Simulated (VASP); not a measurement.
# Ba3Ta5 (Im-3m) in VASP: further runs

The runs below take Ba3Ta5 through single point, with PBE.

Everything below comes from runs of VASP 6.6.1. Logs are shortened: lines on timing, memory, paths and dates and some standing lists are left out, and cuts for length are marked.

### Step 1. The cell of the first run

It takes space group Im-3m (No. 229, cubic). The conventional cell has a = 7.223 Å, b = 7.223 Å, c = 7.223 Å, α = 90.00°, β = 90.00°, γ = 90.00°. Within 4.1 Å of Ba (site symmetry 4/mmm) lie 10 Ta at 3.13 to 3.61 Å and 4 Ba at 3.61 Å. Within 4.1 Å of Ta (site symmetry m-3m) lie 8 Ta at 3.13 Å and 6 Ba at 3.61 Å. Within 4.1 Å of Ta (site symmetry -3m) lie 6 Ba at 3.13 Å and 8 Ta at 3.13 to 3.61 Å.

The cell was generated, and may not be a known phase.

### Step 2. Single point, PBE

INCAR reads:

```
PREC = Accurate
ENCUT = 500
EDIFF = 1E-6
ISMEAR = 0
SIGMA = 0.1
LREAL = F
LASPH = T
NELM = 120
ALGO = Normal
ISIF = 2
LWAVE = F
LCHARG = T
GGA = PE
LELF = T
LVHAR = T
NBANDS = 58
GGA_COMPAT = F
```

KPOINTS reads:

```
Automatic mesh
0
Gamma
  4 4 4
```

POSCAR reads:

```
Ba3Ta5
1.0
   -3.6114128800      3.6114128800      3.6114128800
    3.6114128800     -3.6114128800      3.6114128800
    3.6114128800      3.6114128800     -3.6114128800
Ba Ta
3 5
Direct
    0.0000000000      0.5000000000      0.5000000000
    0.5000000000      0.5000000000      0.0000000000
    0.5000000000      0.0000000000      0.5000000000
    0.0000000000      0.0000000000      0.0000000000
    0.0000000000      0.0000000000      0.5000000000
    0.0000000000      0.5000000000      0.0000000000
    0.5000000000      0.0000000000      0.0000000000
    0.5000000000      0.5000000000      0.5000000000
```

Potentials or basis: VASP PAW PBE potentials, release 64 (Ba_sv, Ta_sv_GW).

Run with:

```sh
$ cat potpaw_PBE.64/Ba_sv/POTCAR potpaw_PBE.64/Ta_sv_GW/POTCAR > POTCAR
$ mpirun -np 1 vasp_std > vasp.out
```

OUTCAR:

```text
PREC = Accurate
   ENCUT = 500
   EDIFF = 1E-6
   ISMEAR = 0
   LREAL = F
   LASPH = T
   NELM = 120
   ISIF = 2
   GGA = PE

 ion  position               nearest neighbor table
   1  0.000  0.500  0.500-   5 3.13   6 3.13   7 3.13   8 3.13   6 3.13   5 3.13   8 3.13   7 3.13
                             4 3.61   4 3.61   2 3.61   2 3.61   3 3.61   3 3.61
   2  0.500  0.500  0.000-   5 3.13   6 3.13   7 3.13   8 3.13   8 3.13   7 3.13   6 3.13   5 3.13
                             4 3.61   3 3.61   1 3.61   1 3.61   4 3.61   3 3.61
   3  0.500  0.000  0.500-   5 3.13   6 3.13   7 3.13   8 3.13   7 3.13   8 3.13   5 3.13   6 3.13
                             4 3.61   2 3.61   1 3.61   4 3.61   1 3.61   2 3.61
   4  0.000  0.000  0.000-   5 3.13   6 3.13   7 3.13   8 3.13   5 3.13   6 3.13   7 3.13   8 3.13
                             3 3.61   1 3.61   1 3.61   3 3.61   2 3.61   2 3.61
   5  0.000  0.000  0.500-   1 3.13   2 3.13   3 3.13   4 3.13   4 3.13   1 3.13   3 3.13   2 3.13

   6  0.000  0.500  0.000-   1 3.13   2 3.13   3 3.13   4 3.13   1 3.13   4 3.13   2 3.13   3 3.13

   7  0.500  0.000  0.000-   1 3.13   2 3.13   3 3.13   4 3.13   3 3.13   2 3.13   4 3.13   1 3.13

   8  0.500  0.500  0.500-   1 3.13   2 3.13   3 3.13   4 3.13   2 3.13   3 3.13   1 3.13   4 3.13

  LATTYP: Found a body centered cubic cell.
 ALAT       =     7.2228257600

  Lattice vectors:

 A1 = (  -3.6114128800,   3.6114128800,   3.6114128800)
 A2 = (   3.6114128800,  -3.6114128800,   3.6114128800)
 A3 = (   3.6114128800,   3.6114128800,  -3.6114128800)

Analysis of symmetry for initial positions (statically):
=====================================================================
 Subroutine PRICEL returns:
 Original cell was already a primitive cell.

 Routine SETGRP: Setting up the symmetry group for a
 body centered cubic supercell.

 Subroutine GETGRP returns: Found 48 space group operations
 (whereof 48 operations were pure point group operations)
 out of a pool of 48 trial point group operations.

The static configuration has the point symmetry O_h .

Analysis of symmetry for dynamics (positions and initial velocities):
=====================================================================
 Subroutine PRICEL returns:
 Original cell was already a primitive cell.

 Routine SETGRP: Setting up the symmetry group for a
 body centered cubic supercell.

 Subroutine GETGRP returns: Found 48 space group operations
 (whereof 48 operations were pure point group operations)
 out of a pool of 48 trial point group operations.

The dynamic configuration has the point symmetry O_h .

 Subroutine INISYM returns: Found 48 space group operations
 (whereof 48 operations are pure point group operations),
[... 100 lines left out ...]
   TEBEG  =    0.0;   TEEND  =   0.0 temperature during run
   PSTRESS=    0.0 pullay stress
   NELECT =      95.0000    total number of electrons
   NUPDOWN=      -1.0000    fix difference up-down
   EMIN   =  10.00;   EMAX   =-10.00  energy-range for DOS
   EFERMI =   0.00;   METHOD = LEGACY
   ISMEAR =     0;   SIGMA  =   0.10  broadening in eV -4-tet -1-fermi 0-gaus
   EFERMI_NEDOS =   21; number of points for ismear=-14 and -15
   IALGO  =     38    algorithm
   IMIX   =      4    mixing-type and parameters
     AMIX     =   0.40;   BMIX     =  1.00
     AMIX_MAG =   1.60;   BMIX_MAG =  1.00
  volume/ion in A,a.u.               =      23.55       158.93
  Fermi-wavevector in a.u.,A,eV,Ry     =   1.303023  2.462357 23.100925  1.697870
  Thomas-Fermi vector in A             =   2.434053
   LORBIT       =      0    0 simple, 1 ext, 2 COOP (PROOUT), +10 PAW based schemes
   GGA     = PE    functional components
   LHFCALC =     F    Hartree Fock is set to
   AEXX    =    0.0000 exact exchange contribution
   IVDW    =     0    specifies the selected vdW correction
   LEPSILON=     F    determine dielectric tensor
   LRPA    =     F    only Hartree local field effects (RPA)
 non-spin polarized calculation
 Gauss-broadening in eV      SIGMA  =   0.10
  energy-cutoff  :      500.00
  volume of cell :      188.40
 maximum number of plane-waves:      4874
 NGX is ok and might be reduce to    48
   NGX = 23   NGY = 23   NGZ = 23

 number of electron      94.9999999 magnetization

 Free energy of the ion-electron system (eV)
  ---------------------------------------------------
  ext. energy  EPLUGINS =         0.00000000
  ---------------------------------------------------
  free energy    TOTEN  =       -64.39887806 eV

  energy without entropy =      -64.35241460  energy(sigma->0) =      -64.37564633

 E-fermi :   7.2071     XC(G=0): -11.4967

 val. band max:        7.1904686550   @ k =   0.2500   0.2500   0.2500
 cond. band min:       7.2135679633   @ k =   0.2500   0.2500   0.0000
 fundamental gap:      0.0230993083
 Fermi energy:         7.2070995557

 k-point     1 :       0.0000    0.0000    0.0000
  band No.  band energies     occupation
      1     -61.0206      2.00000
      2     -61.0147      2.00000
      3     -61.0147      2.00000
      4     -61.0147      2.00000
      5     -60.9051      2.00000
      6     -27.5688      2.00000
[... 477 lines left out ...]
     57       8.7315      0.00000
     58       8.7382      0.00000

------------------------ aborting loop because EDIFF is reached ----------------------------------------

  FORCE on cell =-STRESS in cart. coord.  units (eV):
  Direction    XX          YY          ZZ          XY          YZ          ZX
  --------------------------------------------------------------------------------------
  -------------------------------------------------------------------------------------
  Total        1.4838266      1.4838266      1.4838266      0.0000000      0.0000000      0.0000000
  in kB       12.6183430     12.6183430     12.6183430      0.0000000      0.0000000      0.0000000
  external PRESSURE =      12.6183430 kB  Pullay stress =       0.0000000 kB

 VOLUME and BASIS-vectors are now :
 -----------------------------------------------------------------------------
  energy-cutoff  :      500.00
  volume of cell :      188.40
      direct lattice vectors                 reciprocal lattice vectors
    -3.611412880  3.611412880  3.611412880     0.000000000  0.138449969  0.138449969
     3.611412880 -3.611412880  3.611412880     0.138449969  0.000000000  0.138449969
     3.611412880  3.611412880 -3.611412880     0.138449969  0.138449969  0.000000000

 POSITION                                       TOTAL-FORCE (eV/Angst)
 -----------------------------------------------------------------------------------
      3.61141      0.00000      0.00000         0.000000     -0.000000      0.000000
      0.00000      0.00000      3.61141         0.000000      0.000000      0.000000
      0.00000      3.61141      0.00000         0.000000     -0.000000     -0.000000
      0.00000      0.00000      0.00000         0.000000     -0.000000      0.000000
      1.80571      1.80571     -1.80571        -0.000000      0.000000      0.000000
      1.80571     -1.80571      1.80571        -0.000000     -0.000000     -0.000000
     -1.80571      1.80571      1.80571         0.000000      0.000000      0.000000
      1.80571      1.80571      1.80571        -0.000000      0.000000     -0.000000
 -----------------------------------------------------------------------------------
    total drift:                                0.000000      0.000000     -0.000000

  FREE ENERGIE OF THE ION-ELECTRON SYSTEM (eV)
  ---------------------------------------------------
  free  energy   TOTEN  =       -64.3988780624 eV

  energy  without entropy=      -64.3524145983  energy(sigma->0) =      -64.37564633
```

It took 5.1 min on 1 thread of AMD EPYC 7R43 (Zen 3), shared host; peak memory 0.31 GiB.

What came out:

| Quantity | Value |
| --- | --- |
| Free energy | -64.3989 eV |
| Pressure | 1.3 GPa |
| Band gap on the k mesh | zero (an odd number of electrons rules out a gap without spin polarisation) |

Levels at points of the mesh, in eV from the Fermi level:
| k point | band 44 | band 45 | band 46 | band 47 | band 48 | band 49 | band 50 | band 51 |
| --- | --- | --- | --- | --- | --- | --- | --- | --- |
| (0.00, 0.00, 0.00) | -1.23 | -0.88 | -0.88 | -0.88 | 0.73 | 0.73 | 0.73 | 1.94 |
| (0.50, 0.00, 0.00) | -0.80 | -0.58 | -0.39 | -0.18 | -0.10 | -0.06 | 0.52 | 0.76 |
| (0.50, 0.50, 0.50) | -0.86 | 0.18 | 0.18 | 0.55 | 0.55 | 0.55 | 0.88 | 1.26 |

Caveat: spin-orbit coupling is left out, which moves the levels of the heavy elements.

### Step 3. Single point, PBE

INCAR reads:

```
SYSTEM = Ba3Ta5
PREC = Accurate ; ENCUT = 500
EDIFF = 1E-6 ; ISMEAR = 0
SIGMA = 0.1 ; LREAL = .FALSE.
LASPH = .TRUE. ; NELM = 120
ALGO = Normal ; ISIF = 2
LWAVE = .FALSE. ; LCHARG = .FALSE.
GGA = PE ; NBANDS = 58
GGA_COMPAT = .FALSE.
```

KPOINTS reads:

```
Automatic mesh
0
G
  8 8 8
  0 0 0
```

Edit POSCAR of step 2 so:

```diff
@@ -2,5 +2,5 @@
 1.0
-   -3.6114128800      3.6114128800      3.6114128800
-    3.6114128800     -3.6114128800      3.6114128800
-    3.6114128800      3.6114128800     -3.6114128800
+   -3.6097590400      3.6097590400      3.6097590400
+    3.6097590400     -3.6097590400      3.6097590400
+    3.6097590400      3.6097590400     -3.6097590400
 Ba Ta
```

Potentials or basis: VASP PAW PBE potentials, release 64 (Ba_sv, Ta_sv_GW).

Run with:

```sh
$ cat potpaw_PBE.64/Ba_sv/POTCAR potpaw_PBE.64/Ta_sv_GW/POTCAR > POTCAR
$ mpirun -np 1 vasp_std > vasp.out
```

It took 11 min on 1 thread of AMD EPYC 7R43 (Zen 3), shared host; peak memory 0.41 GiB.

Results (log left out):

```
Free energy            : -64.2922 eV
Pressure               : 1.3 GPa
Band gap on the k mesh : zero (an odd number of electrons rules out a gap without spin polarisation)
```

Levels at points of the mesh, in eV from the Fermi level:
```csv
k point,band 44,band 45,band 46,band 47,band 48,band 49,band 50,band 51
"(0.00, 0.00, 0.00)",-1.26,-0.93,-0.93,-0.93,0.69,0.69,0.69,1.91
"(0.50, 0.00, 0.00)",-0.84,-0.62,-0.43,-0.21,-0.15,-0.10,0.48,0.72
"(0.50, 0.50, 0.50)",-0.90,0.13,0.13,0.51,0.51,0.51,0.83,1.22
```

Caveat: spin-orbit coupling is left out, which moves the levels of the heavy elements.

The gap in the log of VASP goes by the Fermi energy; the results here count the filled bands.